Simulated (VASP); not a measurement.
# Rh (P-1) in VASP: further runs

The runs below take Rh through single point, with LDA.

All numbers are computed with VASP 6.6.1; they aren't measurements. Logs are shortened: lines on timing, memory, paths and dates and some standing lists are left out, and cuts for length are marked.

## (1) The cell of the first run

The typed cell holds 2 atoms: a = 2.689 Å, b = 2.710 Å, c = 4.372 Å, α = 88.93°, β = 90.06°, γ = 119.01°.

## (2) Single point, LDA

File INCAR:

```
ALGO = Normal ; EDIFF = 1E-6
ENCUT = 520 ; ISIF = 2
ISMEAR = 1 ; LASPH = T
LCHARG = F ; LREAL = F
LWAVE = F ; NBANDS = 22
NELM = 60 ; PREC = Accurate
SIGMA = 0.1
```

File KPOINTS:

```
k-points
0
Gamma
  8 8 5
```

File POSCAR:

```
Rh
1.0
    2.6890732137      0.0175207011     -0.0015474123
   -1.3293669742      2.3608520795      0.0251579298
   -0.0025058097      0.0456536560      4.3713200866
Rh
2
Direct
    0.6694600000      0.3370400000      0.7415800000
    0.3456700000      0.6856400000      0.2618800000
```

Potentials or basis: VASP PAW LDA potentials, release 64 (Rh_pv).

Command:

```console
cat potpaw_LDA.64/Rh_pv/POTCAR > POTCAR
mpirun -np 1 vasp_std > vasp.out
```

OUTCAR:

```text
EDIFF = 1E-6
   ENCUT = 520
   ISIF = 2
   ISMEAR = 1
   LASPH = T
   LREAL = F
   NELM = 60
   PREC = Accurate

 ion  position               nearest neighbor table
   1  0.669  0.337  0.742-   2 2.60   2 2.62   2 2.63   2 2.72   2 2.78   2 2.79
   2  0.346  0.686  0.262-   1 2.60   1 2.62   1 2.63   1 2.72   1 2.78   1 2.79

  LATTYP: Found a triclinic cell.
 ALAT       =     2.7095150885
 B/A-ratio  =     0.9924767527
 C/A-ratio  =     1.6134101700
 COS(alpha) =     0.0010805535
 COS(beta)  =     0.0186652310
 COS(gamma) =     0.4849469849

  Lattice vectors:

 A1 = (  -1.3293669742,   2.3608520795,   0.0251579298)
 A2 = (  -2.6890732137,  -0.0175207011,   0.0015474123)
 A3 = (  -0.0025058097,   0.0456536560,   4.3713200866)

Analysis of symmetry for initial positions (statically):
=====================================================================
 Subroutine PRICEL returns:
 Original cell was already a primitive cell.

 Routine SETGRP: Setting up the symmetry group for a
 triclinic supercell.

 Subroutine GETGRP returns: Found  2 space group operations
 (whereof  1 operations were pure point group operations)
 out of a pool of  2 trial point group operations.

The static configuration has the point symmetry C_1 .
 The point group associated with its full space group is S_2 .

Analysis of symmetry for dynamics (positions and initial velocities):
=====================================================================
 Subroutine PRICEL returns:
 Original cell was already a primitive cell.

 Routine SETGRP: Setting up the symmetry group for a
 triclinic supercell.

 Subroutine GETGRP returns: Found  2 space group operations
 (whereof  1 operations were pure point group operations)
 out of a pool of  2 trial point group operations.

The dynamic configuration has the point symmetry C_1 .
 The point group associated with its full space group is S_2 .

 Subroutine INISYM returns: Found  2 space group operations
 (whereof  1 operations are pure point group operations),
 and found     1 'primitive' translations

----------------------------------------------------------------------------------------

                                     Primitive cell

  volume of cell :      27.8502

  direct lattice vectors                    reciprocal lattice vectors
     2.689073214  0.017520701 -0.001547412     0.370514719  0.208653272 -0.001966762
    -1.329366974  2.360852079  0.025157930    -0.002752561  0.422072939 -0.004409668
    -0.002505810  0.045653656  4.371320087     0.000147001 -0.002355263  0.228788530

  length of vectors
     2.689130737  2.709515088  4.371559200     0.425230776  0.422104948  0.228800700

  position of ions in fractional coordinates (direct lattice)
     0.669460000  0.337040000  0.741580000
     0.345670000  0.685640000  0.261880000

  ion indices of the primitive-cell ions
   primitive index   ion index
                 1           1
                 2           2

----------------------------------------------------------------------------------------

 KPOINTS: k-points

Automatic generation of k-mesh.
 Grid dimensions read from file:
 generate k-points for:    8    8    5

 Generating k-lattice:

  Cartesian coordinates                     Fractional coordinates (reciprocal lattice)
     0.046314340  0.026081659 -0.000245845     0.125000000  0.000000000  0.000000000
    -0.000344070  0.052759117 -0.000551208    -0.000000000  0.125000000  0.000000000
     0.000029400 -0.000471053  0.045757706    -0.000000000  0.000000000  0.200000000

  Length of vectors
     0.053153847  0.052763119  0.045760140

  Shift w.r.t. Gamma in fractional coordinates (k-lattice)
     0.000000000  0.000000000  0.000000000

 Subroutine IBZKPT returns following result:
 ===========================================

 Found    162 irreducible k-points:

 Following reciprocal coordinates:
            Coordinates               Weight
  0.000000  0.000000  0.000000      1.000000
  0.125000 -0.000000 -0.000000      2.000000
  0.250000 -0.000000 -0.000000      2.000000
  0.375000  0.000000 -0.000000      2.000000
  0.500000 -0.000000 -0.000000      1.000000
 -0.000000  0.125000  0.000000      2.000000
[... 16 lines left out ...]
  0.125000  0.375000 -0.000000      2.000000
  0.250000  0.375000  0.000000      2.000000
 [... further k-points ...]
   k-points           NKPTS =    162   k-points in BZ     NKDIM =    162   number of bands    NBANDS=     22
   number of dos      NEDOS =    301   number of ions     NIONS =      2
   total plane-waves  NPLWV =  14400
   dimension x,y,z NGX =    20 NGY =   20 NGZ =   36
   dimension x,y,z NGXF=    40 NGYF=   40 NGZF=   72
   ions per type =               2
   NGX,Y,Z   is equivalent  to a cutoff of  12.36, 12.27, 13.69 a.u.
   NGXF,Y,Z  is equivalent  to a cutoff of  24.73, 24.54, 27.38 a.u.
 SYSTEM =  unknown system
   PREC   = accura    normal or accurate (medium, high low for compatibility)
   ISTART =      0    job   : 0-new  1-cont  2-samecut
   ICHARG =      2    charge: 1-file 2-atom 10-const
   ISPIN  =      1    spin polarized calculation?
   LNONCOLLINEAR =      F non collinear calculations
   LSORBIT =      F    spin-orbit coupling
   LASPH  =      T    aspherical Exc in radial PAW
   ENCUT  =  520.0 eV  38.22 Ry    6.18 a.u.   5.00  5.04  8.13*2*pi/ulx,y,z
   NELM   =     60;   NELMIN=  2; NELMDL= -5     # of ELM steps
   EDIFF  = 0.1E-05   stopping-criterion for ELM
   LREAL  =      F    real-space projection
   EDIFFG = 0.1E-04   stopping-criterion for IOM
   NSW    =      0    number of steps for IOM
   IBRION =     -1    ionic relax: 0-MD 1-quasi-New 2-CG
   NFREE  =      0    steps in history (QN), initial steepest desc. (CG)
   ISIF   =      2    stress and relaxation
   ISYM   =      2    0-nonsym 1-usesym 2-fastsym
   POTIM  = 0.5000    time-step for ionic-motion
   TEBEG  =    0.0;   TEEND  =   0.0 temperature during run
   PSTRESS=    0.0 pullay stress
   NELECT =      30.0000    total number of electrons
   NUPDOWN=      -1.0000    fix difference up-down
   EMIN   =  10.00;   EMAX   =-10.00  energy-range for DOS
   EFERMI =   0.00;   METHOD = LEGACY
   ISMEAR =     1;   SIGMA  =   0.10  broadening in eV -4-tet -1-fermi 0-gaus
   EFERMI_NEDOS =   21; number of points for ismear=-14 and -15
   IALGO  =     38    algorithm
   IMIX   =      4    mixing-type and parameters
     AMIX     =   0.40;   BMIX     =  1.00
     AMIX_MAG =   1.60;   BMIX_MAG =  1.00
  volume/ion in A,a.u.               =      13.93        93.97
  Fermi-wavevector in a.u.,A,eV,Ry     =   1.678183  3.171307 38.318075  2.816299
  Thomas-Fermi vector in A             =   2.762317
   LORBIT       =      0    0 simple, 1 ext, 2 COOP (PROOUT), +10 PAW based schemes
   GGA     = CA    functional components
   LHFCALC =     F    Hartree Fock is set to
   AEXX    =    0.0000 exact exchange contribution
   IVDW    =     0    specifies the selected vdW correction
   LEPSILON=     F    determine dielectric tensor
   LRPA    =     F    only Hartree local field effects (RPA)
 non-spin polarized calculation
 Methfessel and Paxton  Order N= 1 SIGMA  =   0.10
  energy-cutoff  :      520.00
  volume of cell :       27.85
 maximum number of plane-waves:       766
   NGX =  9   NGY = 11   NGZ = 17

 number of electron      30.0000002 magnetization

 Free energy of the ion-electron system (eV)
  ---------------------------------------------------
  ext. energy  EPLUGINS =         0.00000000
  ---------------------------------------------------
  free energy    TOTEN  =       -17.13907852 eV

  energy without entropy =      -17.13733403  energy(sigma->0) =      -17.13849702

 E-fermi :  11.5670     XC(G=0): -14.2634

 val. band max:       11.5667291997   @ k =   0.5000   0.1250   0.2000
 cond. band min:      11.5675552627   @ k =   0.3750   0.1250   0.0000
 fundamental gap:      0.0008260630
 Fermi energy:        11.5669999101

 k-point     1 :       0.0000    0.0000    0.0000
  band No.  band energies     occupation
      1     -35.4195      2.00000
      2     -34.7507      2.00000
      3     -34.7436      2.00000
      4     -34.6631      2.00000
      5     -34.6379      2.00000
      6     -34.6288      2.00000
[... 14 lines left out ...]
     21      29.7970      0.00000
     22      30.2410      0.00000

 k-point     2 :       0.1250   -0.0000   -0.0000
  band No.  band energies     occupation
      1     -35.3858      2.00000
      2     -34.8252      2.00000
      3     -34.7749      2.00000
      4     -34.7142      2.00000
      5     -34.6733      2.00000
      6     -34.6432      2.00000
[... 14 lines left out ...]
     21      30.0588      0.00000
     22      30.3166      0.00000

 k-point     3 :       0.2500   -0.0000   -0.0000
  band No.  band energies     occupation
      1     -35.2978      2.00000
      2     -35.0143      2.00000
      3     -34.8979      2.00000
      4     -34.8292      2.00000
      5     -34.7146      2.00000
      6     -34.6748      2.00000
[... 14 lines left out ...]
     21      28.3174      0.00000
     22      28.9561      0.00000

 k-point     4 :       0.3750    0.0000   -0.0000
  band No.  band energies     occupation
      1     -35.2200      2.00000
      2     -35.1854      2.00000
      3     -35.0560      2.00000
      4     -34.8825      2.00000
      5     -34.7809      2.00000
      6     -34.7078      2.00000
[... 14 lines left out ...]
     21      25.6496      0.00000
     22      26.9307      0.00000

 k-point     5 :       0.5000   -0.0000   -0.0000
  band No.  band energies     occupation
      1     -35.2835      2.00000
      2     -35.1945      2.00000
      3     -35.0694      2.00000
      4     -34.9031      2.00000
      5     -34.8255      2.00000
      6     -34.7217      2.00000
[... 14 lines left out ...]
     21      24.5154      0.00000
     22      25.3187      0.00000

 k-point     6 :      -0.0000    0.1250    0.0000
  band No.  band energies     occupation
      1     -35.3851      2.00000
      2     -34.8252      2.00000
      3     -34.7687      2.00000
      4     -34.7111      2.00000
      5     -34.6721      2.00000
      6     -34.6480      2.00000
[... 14 lines left out ...]
     21      30.2079      0.00000
     22      30.4280      0.00000

 k-point     7 :       0.1250    0.1250   -0.0000
  band No.  band energies     occupation
      1     -35.3240      2.00000
      2     -34.9200      2.00000
      3     -34.8756      2.00000
      4     -34.7784      2.00000
      5     -34.7041      2.00000
      6     -34.6901      2.00000
[... 324 lines left out ...]
      6     -34.6796      2.00000
[... 14 lines left out ...]
     21      28.0378      0.00000
     22      28.9024      0.00000

 k-point    21 :      -0.1250    0.2500    0.0000
  band No.  band energies     occupation
      1     -35.3200      2.00000
      2     -34.9415      2.00000
      3     -34.8866      2.00000
      4     -34.7763      2.00000
      5     -34.7045      2.00000
      6     -34.6846      2.00000
[... 14 lines left out ...]
     21      27.4892      0.00000
     22      29.7620      0.00000

 k-point    22 :      -0.0000    0.3750    0.0000
  band No.  band energies     occupation
      1     -35.1954      2.00000
      2     -35.1826      2.00000
      3     -35.0381      2.00000
      4     -34.8746      2.00000
      5     -34.8012      2.00000
      6     -34.7042      2.00000
[... 14 lines left out ...]
     21      25.8888      0.00000
     22      26.6211      0.00000

 k-point    23 :       0.1250    0.3750   -0.0000
  band No.  band energies     occupation
      1     -35.2128      2.00000
      2     -35.1624      2.00000
      3     -35.0325      2.00000
      4     -34.9417      2.00000
      5     -34.8467      2.00000
      6     -34.7691      2.00000
[... 14 lines left out ...]
     21      23.2687      0.00000
     22      25.7762      0.00000

 k-point    24 :       0.2500    0.3750    0.0000
  band No.  band energies     occupation
      1     -35.1811      2.00000
      2     -35.1161      2.00000
      3     -35.0555      2.00000
      4     -34.9640      2.00000
      5     -34.9045      2.00000
      6     -34.8921      2.00000
[... 14 lines left out ...]
     21      24.6541      0.00000
     22      25.4286      0.00000

 [... further k-points ...]
[... 5 lines left out ...]
  --------------------------------------------------------------------------------------
  -------------------------------------------------------------------------------------
  Total       -1.5734411     -2.2270455     -1.8684828     -0.2937064     -0.1551663      0.0685566
  in kB      -90.5176935   -128.1185721   -107.4910002    -16.8964852     -8.9264810      3.9439593
  external PRESSURE =    -108.7090886 kB  Pullay stress =       0.0000000 kB

 VOLUME and BASIS-vectors are now :
 -----------------------------------------------------------------------------
  energy-cutoff  :      520.00
  volume of cell :       27.85
      direct lattice vectors                 reciprocal lattice vectors
     2.689073214  0.017520701 -0.001547412     0.370514719  0.208653272 -0.001966762
    -1.329366974  2.360852079  0.025157930    -0.002752561  0.422072939 -0.004409668
    -0.002505810  0.045653656  4.371320087     0.000147001 -0.002355263  0.228788530

 POSITION                                       TOTAL-FORCE (eV/Angst)
 -----------------------------------------------------------------------------------
      1.35032      0.84129      3.24913         0.056448      0.040260      0.871117
      0.01741      1.63671      1.16148        -0.056448     -0.040260     -0.871117
 -----------------------------------------------------------------------------------
    total drift:                                0.000019     -0.000035      0.000001

  FREE ENERGIE OF THE ION-ELECTRON SYSTEM (eV)
  ---------------------------------------------------
  free  energy   TOTEN  =       -17.1390785189 eV

  energy  without entropy=      -17.1373340331  energy(sigma->0) =      -17.13849702
```

Run time: 28 s. Hardware: 1 thread of Intel Xeon 6975P-C (Granite Rapids), shared host; peak memory 0.18 GiB.

What came out:

| Quantity | Value |
| --- | --- |
| Free energy | -17.1391 eV |
| Pressure | -10.9 GPa |
| Largest force | 0.874 eV/Å |
| Band gap on the k mesh | zero (band 15 reaches 12.19 eV, above the bottom of band 16 at 10.11 eV) |

Forces on the atoms (eV/Å):
```
Rh   0.056  0.040  0.871
Rh  -0.056 -0.040 -0.871
```

Stress tensor (GPa, compression positive):
```
 -9.05  -1.69   0.39
 -1.69 -12.81  -0.89
  0.39  -0.89 -10.75
```

## (3) Single point, LDA

This run uses another cell than the first one, of 14.00 Å³/atom, 1.005 times its volume.

File INCAR:

```
ALGO     = Normal         # electronic algorithm
EDIFF    = 1E-6           # SCF threshold, eV
ENCUT    = 520            # plane-wave cutoff, eV
ISIF     = 2              # what is computed and relaxed
ISMEAR   = 1              # smearing method
LASPH    = T              # aspherical terms in the spheres
LCHARG   = T              # write CHGCAR
LELF     = T              # ELF
LREAL    = F              # projectors in reciprocal space
LVHAR    = T            
LWAVE    = F              # write WAVECAR
NBANDS   = 22             # bands
NELM     = 80             # most SCF steps
PREC     = Accurate       # precision mode
SIGMA    = 0.1            # smearing width, eV
```

KPOINTS is that of step 2.

File POSCAR:

```
Rh
1.0
    2.6935700000      0.0175500000     -0.0015500000
   -1.3315900000      2.3648000000      0.0252000000
   -0.0025100000      0.0457300000      4.3786300000
Rh
2
Direct
    0.6694600000      0.3370400000      0.7415800000
    0.3456700000      0.6856400000      0.2618800000
```

Potentials or basis: VASP PAW LDA potentials, release 64 (Rh_pv).

Command:

```console
cat potpaw_LDA.64/Rh_pv/POTCAR > POTCAR
mpirun -np 1 vasp_std > vasp.out
```

It took 29 s on 1 thread of Intel Xeon 6975P-C (Granite Rapids), shared host; peak memory 0.18 GiB.

It converged, with:

```
Free energy            : -17.1291 eV
Pressure               : -12.1 GPa
Largest force          : 0.848 eV/Å
Band gap on the k mesh : zero (band 15 reaches 12.09 eV, above the bottom of band 16 at 10.03 eV)
```

Forces in eV/Å, atoms in the order of the input:
```
Rh   0.055  0.040  0.845
Rh  -0.055 -0.040 -0.845
```

Stress tensor (GPa, compression positive):
```
-10.32  -1.66   0.39
 -1.66 -14.02  -0.87
  0.39  -0.87 -12.03
```

Levels at points of the mesh, in eV from the Fermi level:
| k point | band 12 | band 13 | band 14 | band 15 | band 16 | band 17 | band 18 | band 19 |
| --- | --- | --- | --- | --- | --- | --- | --- | --- |
| (0.00, 0.00, 0.00) | -2.68 | -2.40 | -1.90 | -1.74 | 0.10 | 0.23 | 0.79 | 8.36 |
| (0.50, 0.00, 0.00) | -2.17 | -2.08 | 0.40 | 0.61 | 0.74 | 2.89 | 5.06 | 9.60 |
| (0.00, 0.50, 0.00) | -2.27 | -2.27 | 0.35 | 0.61 | 0.75 | 2.99 | 4.80 | 10.09 |
| (0.50, 0.50, 0.00) | -2.05 | -2.04 | 0.45 | 0.60 | 0.77 | 3.02 | 5.19 | 9.79 |

## (4) Single point, LDA

This run uses another cell than the first one, of 14.00 Å³/atom, 1.005 times its volume.

File INCAR:

```
SYSTEM = Rh
ALGO = Normal
EDIFF = 1E-6
ENCUT = 520
GGA = CA
ISIF = 2
ISMEAR = 1
LASPH = .TRUE.
LCHARG = .FALSE.
LREAL = .FALSE.
LWAVE = .FALSE.
NBANDS = 22
NELM = 100
PREC = Accurate
SIGMA = 0.1
```

File KPOINTS:

```
k-points
0
G
  8 8 5
  0 0 0
```

POSCAR: that of step 3 with these lines changed.

```diff
@@ -8,3 +8,3 @@
 Direct
-    0.6694600000      0.3370400000      0.7415800000
+    0.6694501826      0.3370179885      0.7427220329
     0.3456700000      0.6856400000      0.2618800000
```

Command:

```console
cat potpaw_LDA.64/Rh_pv/POTCAR > POTCAR
mpirun -np 1 vasp_std > vasp.out
```

It took 29 s on 1 thread of Intel Xeon 6975P-C (Granite Rapids), shared host; peak memory 0.18 GiB.

Results (log left out):

```yaml
Free_energy: -17.1332 eV
Pressure: -12.3 GPa
Largest_force: 0.805 eV/Å
Band_gap_on_the_k_mesh: zero (band 15 reaches 12.09 eV, above the bottom of band 16 at 10.03 eV)
```

Forces on the atoms (eV/Å):
```
Rh   0.055  0.045  0.802
Rh  -0.055 -0.045 -0.802
```

Stress tensor (GPa, compression positive):
```
-10.40  -1.66   0.37
 -1.66 -14.09  -0.90
  0.37  -0.90 -12.28
```

Levels at points of the mesh, in eV from the Fermi level:
```csv
k point,band 11,band 12,band 13,band 14,band 15,band 16,band 17,band 18,band 19,band 20
"(0.00, 0.00, 0.00)",-2.80,-2.67,-2.39,-1.90,-1.74,0.10,0.23,0.78,8.37,15.80
"(0.50, 0.00, 0.00)",-2.54,-2.17,-2.08,0.41,0.62,0.73,2.89,5.07,9.63,10.95
"(0.00, 0.50, 0.00)",-2.76,-2.27,-2.26,0.36,0.61,0.75,2.99,4.80,10.11,10.87
"(0.50, 0.50, 0.00)",-2.57,-2.05,-2.04,0.45,0.60,0.77,3.02,5.19,9.81,11.19
```
